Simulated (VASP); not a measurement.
# Zn (Cmce) in VASP: single point with r2SCAN

Aim: the single point of Zn with r2SCAN.

All numbers are computed with VASP 6.6.1; they aren't measurements. Logs are shortened: lines on timing, memory, paths and dates and some standing lists are left out, and cuts for length are marked.

## (1) The cell of the first run

The typed cell holds 4 atoms: a = 2.994 Å, b = 2.994 Å, c = 8.785 Å, α = 90.00°, β = 90.00°, γ = 50.79°.

## (2) Single point, r2SCAN

File POSCAR:

```
Zn
1.0
    2.7045370196     -1.2839851326      0.0000000000
    2.7045370196      1.2839851326      0.0000000000
    0.0000000000      0.0000000000      8.7854553578
Zn
4
Direct
    0.7496950260      0.2503049740      0.1250007474
    0.7503049740      0.2496950260      0.6250007474
    0.2503049740      0.7496950260      0.8749992526
    0.2496950260      0.7503049740      0.3749992526
```

File INCAR.step1:

```
SYSTEM = Zn
PREC = Accurate
ENCUT = 520
ISMEAR = 0
SIGMA = 0.1
LREAL = .False.
LASPH = .True.
NELM = 60
NBANDS = 32
GGA = PE
ALGO = Normal
EDIFF = 1E-4
LWAVE = .True.
LCHARG = .False.
```

File INCAR.step2:

```
SYSTEM = Zn
PREC = Accurate
ENCUT = 520
EDIFF = 1E-7
ISMEAR = 0
SIGMA = 0.1
LREAL = .False.
LASPH = .True.
NELM = 60
ALGO = Normal
ISIF = 2
LWAVE = .False.
LCHARG = .False.
METAGGA = R2SCAN
LMIXTAU = .True.
NBANDS = 32
ISTART = 1
```

File KPOINTS:

```
Automatic mesh
0
Gamma
  6 6 4
  0 0 0
```

Potentials or basis: VASP PAW PBE potentials, release 64 (Zn).

Launch:

```console
> cat potpaw_PBE.64/Zn/POTCAR > POTCAR
> cp INCAR.step1 INCAR
> mpirun -np 1 vasp_std > vasp.out
> cp INCAR.step2 INCAR
> mpirun -np 1 vasp_std > vasp.out
```

OUTCAR:

```text
SYSTEM = Zn
   PREC = Accurate
   ENCUT = 520
   EDIFF = 1E-7
   ISMEAR = 0
   LREAL = .False.
   LASPH = .True.
   NELM = 60
   ISIF = 2
   METAGGA = R2SCAN
   ISTART = 1

 ion  position               nearest neighbor table
   1  0.750  0.250  0.125-   3 2.54   4 2.54   4 2.54   3 2.54
   2  0.750  0.250  0.625-   4 2.54   3 2.54   3 2.54   4 2.54
   3  0.250  0.750  0.875-   1 2.54   2 2.54   2 2.54   1 2.54
   4  0.250  0.750  0.375-   2 2.54   1 2.54   1 2.54   2 2.54

  LATTYP: Found a base centered orthorhombic cell.
 ALAT       =     2.5679702652
 B/A-ratio  =     2.1063616322
 C/A-ratio  =     3.4211670894

  Lattice vectors:

 A1 = (  -2.7045370196,  -1.2839851326,   0.0000000000)
 A2 = (   2.7045370196,  -1.2839851326,   0.0000000000)
 A3 = (   0.0000000000,   0.0000000000,   8.7854553578)

Analysis of symmetry for initial positions (statically):
=====================================================================
 Subroutine PRICEL returns:
 Original cell was already a primitive cell.

 Routine SETGRP: Setting up the symmetry group for a
 base centered orthorhombic supercell.

 Subroutine GETGRP returns: Found  8 space group operations
 (whereof  4 operations were pure point group operations)
 out of a pool of  8 trial point group operations.

The static configuration has the point symmetry C_2h.
 The point group associated with its full space group is D_2h.

Analysis of symmetry for dynamics (positions and initial velocities):
=====================================================================
 Subroutine PRICEL returns:
 Original cell was already a primitive cell.

 Routine SETGRP: Setting up the symmetry group for a
 base centered orthorhombic supercell.

 Subroutine GETGRP returns: Found  8 space group operations
 (whereof  4 operations were pure point group operations)
 out of a pool of  8 trial point group operations.

The dynamic configuration has the point symmetry C_2h.
 The point group associated with its full space group is D_2h.

 Subroutine INISYM returns: Found  8 space group operations
 (whereof  4 operations are pure point group operations),
 and found     1 'primitive' translations

----------------------------------------------------------------------------------------

                                     Primitive cell

  volume of cell :      61.0165

  direct lattice vectors                    reciprocal lattice vectors
     2.704537020 -1.283985133  0.000000000     0.184874526 -0.389412609  0.000000000
     2.704537020  1.283985133  0.000000000     0.184874526  0.389412609  0.000000000
[... 93 lines left out ...]
   IBRION =     -1    ionic relax: 0-MD 1-quasi-New 2-CG
   NFREE  =      0    steps in history (QN), initial steepest desc. (CG)
   ISIF   =      2    stress and relaxation
   ISYM   =      2    0-nonsym 1-usesym 2-fastsym
   POTIM  = 0.5000    time-step for ionic-motion
   TEBEG  =    0.0;   TEEND  =   0.0 temperature during run
   PSTRESS=    0.0 pullay stress
   NELECT =      48.0000    total number of electrons
   NUPDOWN=      -1.0000    fix difference up-down
   EMIN   =  10.00;   EMAX   =-10.00  energy-range for DOS
   EFERMI =   0.00;   METHOD = LEGACY
   ISMEAR =     0;   SIGMA  =   0.10  broadening in eV -4-tet -1-fermi 0-gaus
   EFERMI_NEDOS =   21; number of points for ismear=-14 and -15
   IALGO  =     38    algorithm
   IMIX   =      4    mixing-type and parameters
     AMIX     =   0.40;   BMIX     =  1.00
     AMIX_MAG =   1.60;   BMIX_MAG =  1.00
  volume/ion in A,a.u.               =      15.25       102.94
  Fermi-wavevector in a.u.,A,eV,Ry     =   1.511261  2.855869 31.074485  2.283910
  Thomas-Fermi vector in A             =   2.621342
   LORBIT       =      0    0 simple, 1 ext, 2 COOP (PROOUT), +10 PAW based schemes
   METAGGA = R2SCAN    functional components
   LHFCALC =     F    Hartree Fock is set to
   AEXX    =    0.0000 exact exchange contribution
   IVDW    =     0    specifies the selected vdW correction
   LEPSILON=     F    determine dielectric tensor
   LRPA    =     F    only Hartree local field effects (RPA)
 non-spin polarized calculation
 Gauss-broadening in eV      SIGMA  =   0.10
  energy-cutoff  :      520.00
  volume of cell :       61.02
 maximum number of plane-waves:      1665
 NGX is ok and might be reduce to    24
   NGX = 11   NGY = 11   NGZ = 33

 number of electron      47.9999962 magnetization

 Free energy of the ion-electron system (eV)
  ---------------------------------------------------
  ext. energy  EPLUGINS =         0.00000000
  ---------------------------------------------------
  free energy    TOTEN  =       -35.44097505 eV

  energy without entropy =      -35.43686917  energy(sigma->0) =      -35.43892211

 E-fermi :   2.7418     XC(G=0): -12.5079

 val. band max:        2.6812194005   @ k =   0.5000   0.5000   0.2500
 cond. band min:       2.7821642789   @ k =  -0.3333   0.3333   0.2500
 fundamental gap:      0.1009448783
 Fermi energy:         2.7418043557

 k-point     1 :       0.0000    0.0000    0.0000
  band No.  band energies     occupation
      1      -7.9489      2.00000
      2      -6.1646      2.00000
      3      -6.1646      2.00000
      4      -6.0456      2.00000
      5      -5.5310      2.00000
      6      -5.2708      2.00000
[... 829 lines left out ...]
     31      11.3364      0.00000
     32      12.6034      0.00000

 [... further k-points ...]

------------------------ aborting loop because EDIFF is reached ----------------------------------------

  FORCE on cell =-STRESS in cart. coord.  units (eV):
  Direction    XX          YY          ZZ          XY          YZ          ZX
  --------------------------------------------------------------------------------------
  -------------------------------------------------------------------------------------
  Total        0.0710900      0.3229951      0.2829743      0.0000000      0.0000000      0.0000000
  in kB        1.8666882      8.4812385      7.4303682      0.0000000      0.0000000      0.0000000
  external PRESSURE =       5.9260983 kB  Pullay stress =       0.0000000 kB

 VOLUME and BASIS-vectors are now :
 -----------------------------------------------------------------------------
  energy-cutoff  :      520.00
  volume of cell :       61.02
      direct lattice vectors                 reciprocal lattice vectors
     2.704537020 -1.283985133  0.000000000     0.184874526 -0.389412609  0.000000000
     2.704537020  1.283985133  0.000000000     0.184874526  0.389412609  0.000000000
     0.000000000  0.000000000  8.785455358     0.000000000  0.000000000  0.113824493

 POSITION                                       TOTAL-FORCE (eV/Angst)
 -----------------------------------------------------------------------------------
      2.70454     -0.64121      1.09819         0.000000     -0.001810     -0.000086
      2.70454     -0.64278      5.49092         0.000000      0.001810     -0.000086
      2.70454      0.64121      7.68727         0.000000      0.001810      0.000086
      2.70454      0.64278      3.29454         0.000000     -0.001810      0.000086
 -----------------------------------------------------------------------------------
    total drift:                               -0.000000     -0.000000      0.000000

  FREE ENERGIE OF THE ION-ELECTRON SYSTEM (eV)
  ---------------------------------------------------
  free  energy   TOTEN  =       -35.4409750532 eV

  energy  without entropy=      -35.4368691733  energy(sigma->0) =      -35.43892211
```

OUTCAR.step1:

```text
SYSTEM = Zn
   PREC = Accurate
   ENCUT = 520
   ISMEAR = 0
   LREAL = .False.
   LASPH = .True.
   NELM = 60
[... 1072 lines left out ...]
      2.70454     -0.64278      5.49092         0.000000      0.002251     -0.000095
      2.70454      0.64121      7.68727         0.000000      0.002251      0.000095
      2.70454      0.64278      3.29454         0.000000     -0.002251      0.000095
 -----------------------------------------------------------------------------------
    total drift:                               -0.000000     -0.000000      0.000000

  FREE ENERGIE OF THE ION-ELECTRON SYSTEM (eV)
  ---------------------------------------------------
  free  energy   TOTEN  =        -4.2490741764 eV

  energy  without entropy=       -4.2431178410  energy(sigma->0) =       -4.24609601
```

Wall time 6.9 min (1 thread of Intel Xeon 8259CL, shared host); peak memory 0.23 GiB.

Results:

```
Free energy            : -35.4410 eV
Pressure               : 0.6 GPa
Band gap on the k mesh : zero (bands 24 and 25 overlap by 4.01 eV)
```

Stress tensor (GPa, compression positive):
```
0.19 0.00 0.00
0.00 0.85 0.00
0.00 0.00 0.74
```

Levels at points of the mesh, in eV from the Fermi level:
| k point | band 21 | band 22 | band 23 | band 24 | band 25 | band 26 | band 27 | band 28 |
| --- | --- | --- | --- | --- | --- | --- | --- | --- |
| (0.00, 0.00, 0.00) | -7.40 | -7.25 | -6.91 | -2.63 | -0.33 | 9.08 | 9.08 | 10.22 |
| (0.50, 0.00, 0.00) | -2.47 | -2.47 | -1.73 | -1.73 | 1.17 | 1.17 | 6.15 | 6.15 |
| (0.50, 0.50, 0.00) | -4.40 | -3.98 | -3.17 | -3.17 | -1.30 | -1.30 | 1.09 | 3.46 |
| (0.00, 0.00, 0.50) | -7.06 | -7.06 | -5.43 | -5.43 | 3.48 | 3.48 | 10.86 | 10.86 |
| (0.50, 0.00, 0.50) | -2.19 | -2.19 | -2.19 | -2.19 | 2.76 | 2.76 | 2.77 | 2.77 |
| (0.50, 0.50, 0.50) | -4.15 | -4.15 | -3.20 | -3.20 | -1.06 | -1.06 | 1.32 | 1.32 |

Caveat: the k points lie up to 0.45 Å⁻¹ apart, too coarse for converged energies and pressures of a metal; the PAW data sets were made with another functional, which shifts forces and pressure a little.
